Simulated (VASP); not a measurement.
Wanted: the native input for a VASP 6.6.1 run.

```
Task                   : single point
Functional             : PBEsol
Dispersion             : D3(BJ)
Potentials or basis    : VASP PAW PBE potentials, release 64 (Al)
Cutoff                 : 520 eV
k mesh                 : 20 × 20 × 20
Occupations            : gaussian, width 0.15 eV
Spin                   : no spin polarisation
Dipole correction      : no
Further INCAR settings : ALGO = Normal; EDIFF = 1e-06; NBANDS = 8
```

The structure of Al lies in POSCAR:

```
Al
1.0
    0.0000000000      2.0239800000      1.9936203000
    2.0239800000      0.0000000000      1.9936203000
    2.0239800000      2.0239800000      0.0000000000
Al
1
Direct
    0.0000000000      0.0000000000      0.0000000000
```

This cell differs from its parent crystal: strain -0.0150 x Voigt [0, 0, 1, 0, 0, 0].

One way to write it, as run:

INCAR

```
PREC = Accurate ; ENCUT = 520
EDIFF = 1E-6 ; ISMEAR = 0
SIGMA = 0.15 ; LREAL = False
LASPH = True ; NELM = 60
ALGO = Normal ; ISIF = 2
LWAVE = False ; LCHARG = False
GGA = PS ; IVDW = 12
NBANDS = 8
```

KPOINTS

```
Automatic mesh
0
Gamma
  20 20 20
```

Potentials or basis: VASP PAW PBE potentials, release 64 (Al).

Command:

```sh
$ cat potpaw_PBE.64/Al/POTCAR > POTCAR
$ mpirun -np 1 vasp_std > vasp.out
```

It gave:

```
Pressure                   : -3.9 GPa
Dispersion energy per atom : -0.321 eV
```

Caveat: the cell differs from its parent crystal (strain -0.0150 x Voigt [0, 0, 1, 0, 0, 0]); the PAW data sets were made with another functional, which shifts forces and pressure a little; pairwise dispersion overbinds metals, which lowers pressure and volume.

Wall time 21 s on 1 thread of Intel(R) Xeon(R) Platinum 8559C (Emerald Rapids), on a shared host, peak memory 0.19 GiB.
